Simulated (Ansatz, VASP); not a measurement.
One calculation of PdRh4, two programs

```
CELL_PARAMETERS angstrom
2.67348 0.00000 0.00000
0.00000 3.78088 0.00000
0.00000 0.00000 21.34700
ATOMIC_POSITIONS crystal
Rh 0.00000 0.00000 0.38027
Rh 0.50000 0.50000 0.43528
Rh 0.50000 0.50000 0.56472
Rh 0.00000 0.00000 0.61973
Pd 0.00000 0.00000 0.50000
```

Alike in both runs: task single point; functional PBEsol; k mesh 14 × 10 × 1; occupations fermi-dirac, width 0.08 eV; no spin polarisation.

|  | VASP | Ansatz |
| --- | --- | --- |
| version | VASP 6.6.1 | Ansatz 0.2.0 |
| potentials or method | VASP PAW PBE potentials, release 64 (Rh_pv, Pd), cutoff 520 eV | all-electron LAPW, scalar-relativistic |

```tsv
	VASP	Ansatz	Ansatz less VASP
rms of the force components (eV/Å)	0.277	0.279	+0.0017
```

VASP's potentials were made for PBE, not for PBEsol. Ansatz ran all-electron here, and VASP with PAW potentials.
